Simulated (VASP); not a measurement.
# SiO2 (P6_322) in VASP: further runs, part 2 of 2

VASP 6.6.1.

## Step 3: Relaxation of shape and atoms at fixed volume, PBE (17.16 Å³/atom)

Input file INCAR:

```
ALGO = Normal
EDIFF = 1E-7
EDIFFG = -0.01
ENCUT = 600
GGA = PE
IBRION = 2
ISIF = 4
ISMEAR = 0
LASPH = True
LCHARG = False
LREAL = False
LWAVE = False
NELM = 80
NSW = 50
PREC = Accurate
SIGMA = 0.02
```

Input file KPOINTS:

```
k-points
0
Gamma
  6 6 4
```

Input file POSCAR:

```
SiO2
1.0
    5.2202299956      0.0000000000      0.0000000000
   -2.6101149978      4.5208517898      0.0000000000
    0.0000000000      0.0000000000      8.7274466664
Si O
4 8
Direct
    0.6666666667      0.3333333333      0.9373147240
    0.6666666667      0.3333333333      0.5626852760
    0.3333333333      0.6666666667      0.0626852760
    0.3333333333      0.6666666667      0.4373147240
    0.0000000000      0.4331666016      0.0000000000
    0.4331666016      0.4331666016      0.5000000000
    0.5668333984      0.0000000000      0.5000000000
    0.5668333984      0.5668333984      0.0000000000
    0.0000000000      0.5668333984      0.5000000000
    0.6666666667      0.3333333333      0.7500000000
    0.3333333333      0.6666666667      0.2500000000
    0.4331666016      0.0000000000      0.0000000000
```

Potentials or basis: VASP PAW PBE potentials, release 64 (Si, O).

On the command line:

```console
cat potpaw_PBE.64/Si/POTCAR potpaw_PBE.64/O/POTCAR > POTCAR
mpirun -np 1 vasp_std > vasp.out
```

Run time: 19 min. Hardware: 1 thread of Intel Xeon Platinum 8259CL at 2.50GHz (Skylake/Cascade Lake), shared host; peak memory 0.44 GiB.

Results (log left out):

```
Free energy               : -94.9178 eV
Energy gained by relaxing : 5.4 meV/atom
Ionic steps               : 8
Pressure after relaxing   : -1.9 GPa
Band gap on the k mesh    : 5.36 eV (least direct gap 5.37 eV)
```

Forces on the atoms (eV/Å):
```
Si   0.000  0.000 -0.001
Si   0.000  0.000  0.001
Si   0.000  0.000  0.001
Si   0.000  0.000 -0.001
O   -0.001  0.002  0.000
O    0.001  0.002  0.000
O   -0.003  0.000  0.000
O   -0.001 -0.002  0.000
O    0.001 -0.002  0.000
O    0.000  0.000  0.000
O    0.000  0.000  0.000
O    0.003  0.000  0.000
```

Stress tensor (GPa, compression positive):
```
-1.94  0.00  0.00
 0.00 -1.94  0.00
 0.00  0.00 -1.81
```

The path:
```csv
step,energy change (eV),largest force (eV/Å),pressure (GPa),volume (Å³)
1,0.0000,0.2154,-5.09,205.97
2,-0.0127,0.1883,-4.76,205.97
3,-0.0406,0.1165,-3.82,205.97
4,-0.0588,0.3541,-2.14,205.97
5,-0.0621,0.1418,-1.89,205.97
6,-0.0631,0.0196,-1.97,205.97
7,-0.0640,0.0136,-1.95,205.97
8,-0.0647,0.0027,-1.89,205.97
```

Final structure:
```xyz
12
Lattice="5.2448 0.0000 0.0000 -2.6224 4.5421 0.0000 0.0000 0.0000 8.6458" Properties=species:S:1:pos:R:3 pbc="T T T"
Si    2.6224    1.5140    8.1057
Si    2.6224    1.5140    4.8630
Si    0.0000    3.0281    0.5401
Si    0.0000    3.0281    3.7828
O    -1.1933    2.0668    0.0000
O     1.1933    2.0668    4.3229
O     0.2359    4.5421    4.3229
O     1.4291    2.4753    0.0000
O     3.8157    2.4753    4.3229
O     2.6224    1.5140    6.4844
O     0.0000    3.0281    2.1615
O    -0.2359    4.5421    0.0000
```

Levels at points of the mesh, in eV from the valence-band top:
```tsv
k point	band 29	band 30	band 31	band 32	band 33	band 34	band 35	band 36
(0.00, 0.00, 0.00)	-0.24	-0.22	-0.01	-0.01	5.36	7.40	8.13	8.37
(0.50, 0.00, 0.00)	-0.93	-0.78	-0.62	0.00	7.46	7.89	8.64	8.72
(0.00, 0.00, 0.50)	-0.29	-0.29	-0.23	-0.23	6.13	6.13	8.65	8.65
(0.50, 0.00, 0.50)	-0.74	-0.74	-0.32	-0.32	7.80	7.80	8.22	8.22
```

## Step 4: Single point, PBE

This run uses another cell than the first one: it holds 12 atoms, not 36.

Input file INCAR:

```
  PREC = Accurate
  ENCUT = 520
  EDIFF = 1E-6
  ISMEAR = 0
  SIGMA = 0.02
  LREAL = False
  LASPH = True
  NELM = 80
  ALGO = Normal
  ISIF = 2
  LWAVE = False
  LCHARG = True
  GGA = PE
  LELF = True
  LVHAR = True
  NBANDS = 44
```

Input file KPOINTS:

```
regular mesh
0
Gamma
  6 6 4
```

Input file POSCAR:

```
SiO2
1.0
    5.0690738885      0.0000000000      0.0000000000
   -2.5345369442      4.3899467611      0.0000000000
    0.0000000000      0.0000000000      8.5584885400
Si O
4 8
Direct
    0.6666666667      0.3333333333      0.9379086425
    0.6666666667      0.3333333333      0.5620913575
    0.3333333333      0.6666666667      0.0620913575
    0.3333333333      0.6666666667      0.4379086425
    0.0000000000      0.4094608402      0.0000000000
    0.4094608402      0.4094608402      0.5000000000
    0.5905391598      0.0000000000      0.5000000000
    0.5905391598      0.5905391598      0.0000000000
    0.0000000000      0.5905391598      0.5000000000
    0.6666666667      0.3333333333      0.7500000000
    0.3333333333      0.6666666667      0.2500000000
    0.4094608402      0.0000000000      0.0000000000
```

On the command line:

```console
cat potpaw_PBE.64/Si/POTCAR potpaw_PBE.64/O/POTCAR > POTCAR
mpirun -np 1 vasp_std > vasp.out
```

It took 93 s on 1 thread of Intel Xeon 6975P-C (Granite Rapids), shared host; peak memory 0.35 GiB.

The run converged. Its results:

```
Free energy            : -94.9099 eV
Pressure               : 1.3 GPa
Largest force          : 0.012 eV/Å
Band gap on the k mesh : 5.48 eV (least direct gap 5.55 eV)
```

Forces on the atoms (eV/Å):
```
Si   0.000  0.000 -0.012
Si   0.000  0.000  0.012
Si   0.000  0.000  0.012
Si   0.000  0.000 -0.012
O   -0.004  0.006  0.000
O    0.004  0.006  0.000
O   -0.007  0.000  0.000
O   -0.004 -0.006  0.000
O    0.004 -0.006  0.000
O    0.000  0.000  0.000
O    0.000  0.000  0.000
O    0.007  0.000  0.000
```

Stress tensor (GPa, compression positive):
```
0.73 0.00 0.00
0.00 0.73 0.00
0.00 0.00 2.30
```

Levels at points of the mesh, in eV from the valence-band top:
```
           k point  band 29  band 30  band 31  band 32  band 33  band 34  band 35  band 36
(0.00, 0.00, 0.00)    -0.84    -0.84    -0.07    -0.07     5.48     7.57     8.32     8.80
(0.50, 0.00, 0.00)    -0.95    -0.76    -0.65    -0.05     7.69     8.31     8.87     9.11
(0.00, 0.00, 0.50)    -0.67    -0.67    -0.18    -0.18     6.26     6.26     9.16     9.16
(0.50, 0.00, 0.50)    -0.72    -0.72    -0.39    -0.39     8.10     8.10     8.56     8.56
```

A k mesh can miss the band edges.

## Step 5: Single point, PBE

This run uses another cell than the first one: it holds 12 atoms, not 36.

Input file INCAR:

```
SYSTEM = SiO2
PREC     = Accurate       ! precision mode
ENCUT    = 520            ! plane-wave cutoff, eV
EDIFF    = 1E-6           ! SCF threshold, eV
ISMEAR   = 0              ! smearing method
SIGMA    = 0.02           ! smearing width, eV
LREAL    = .False.        ! projectors in reciprocal space
LASPH    = .True.         ! aspherical terms in the spheres
NELM     = 100            ! most SCF steps
ALGO     = Normal         ! electronic algorithm
ISIF     = 2              ! what is computed and relaxed
LWAVE    = .False.        ! write WAVECAR
LCHARG   = .False.        ! write CHGCAR
GGA      = PE             ! functional
NBANDS   = 44             ! bands
```

Input file KPOINTS:

```
regular mesh
0
Gamma
  6 6 4
  0 0 0
```

Input file POSCAR:

```
SiO2
1.0
    5.0993026539      0.0000000000      0.0000000000
   -2.5496513269      4.4161256398      0.0000000000
    0.0000000000      0.0000000000      8.6285741558
Si O
4 8
Direct
    0.6666666667      0.3333333333      0.9372042215
    0.6666666667      0.3333333333      0.5627957785
    0.3333333333      0.6666666667      0.0627957785
    0.3333333333      0.6666666667      0.4372042215
    0.0000000000      0.4173772555      0.0000000000
    0.4173772555      0.4173772555      0.5000000000
    0.5826227445      0.0000000000      0.5000000000
    0.5826227445      0.5826227445      0.0000000000
    0.0000000000      0.5826227445      0.5000000000
    0.6666666667      0.3333333333      0.7500000000
    0.3333333333      0.6666666667      0.2500000000
    0.4173772555      0.0000000000      0.0000000000
```

On the command line:

```console
cat potpaw_PBE.64/Si/POTCAR potpaw_PBE.64/O/POTCAR > POTCAR
mpirun -np 1 vasp_std > vasp.out
```

It took 97 s on 1 thread of Intel Xeon 6975P-C (Granite Rapids), shared host; peak memory 0.35 GiB.

Results (log left out):

| Item | Value |
| --- | --- |
| Free energy | -94.9329 eV |
| Pressure | 0.1 GPa |
| Largest force | 0.011 eV/Å |
| Band gap on the k mesh | 5.46 eV (least direct gap 5.51 eV) |

Forces on the atoms (eV/Å):
```
Si   0.000  0.000 -0.011
Si   0.000  0.000  0.011
Si   0.000  0.000  0.011
Si   0.000  0.000 -0.011
O   -0.003  0.005  0.000
O    0.003  0.005  0.000
O   -0.005  0.000  0.000
O   -0.003 -0.005  0.000
O    0.003 -0.005  0.000
O    0.000  0.000  0.000
O    0.000  0.000  0.000
O    0.005  0.000  0.000
```

Levels at points of the mesh, in eV from the valence-band top:
```
           k point  band 30  band 31  band 32  band 33  band 34  band 35
(0.00, 0.00, 0.00)    -0.71    -0.05    -0.05     5.46     7.58     8.26
(0.50, 0.00, 0.00)    -0.74    -0.62    -0.04     7.63     8.21     8.81
(0.00, 0.00, 0.50)    -0.62    -0.19    -0.19     6.24     6.24     9.09
(0.50, 0.00, 0.50)    -0.72    -0.36    -0.36     8.01     8.01     8.50
```

## Step 6: The runs side by side

```csv
task,cell,k mesh,cutoff (eV),smearing,gap on the mesh (eV),pressure (GPa),largest force (eV/Å)
single point,"a = 8.629, b = 8.832, c = 8.832 Å, angles 120.0, 90.0, 90.0°, 36 atoms, atomic positions A",2 × 2 × 2,520,gaussian 0.01 eV,5.49,0.1,0.01
relaxation of shape and atoms at fixed volume,"relaxed from a = 5.220, b = 5.220, c = 8.727 Å, angles 90.0, 90.0, 120.0°, 12 atoms, atomic positions B",6 × 6 × 4,600,gaussian 0.02 eV,5.36,-1.9,-
single point,"a = 5.069, b = 5.069, c = 8.558 Å, angles 90.0, 90.0, 120.0°, 12 atoms, atomic positions C",6 × 6 × 4,520,gaussian 0.02 eV,5.48,1.3,0.01
single point,"a = 5.099, b = 5.099, c = 8.629 Å, angles 90.0, 90.0, 120.0°, 12 atoms, atomic positions D",6 × 6 × 4,520,gaussian 0.02 eV,5.46,0.1,0.01
```

Alike in all rows: level PBE; potentials or basis VASP PAW PBE potentials, release 64 (Si, O); no spin polarisation.

Absolute energies hang on the potentials; compare differences alone.
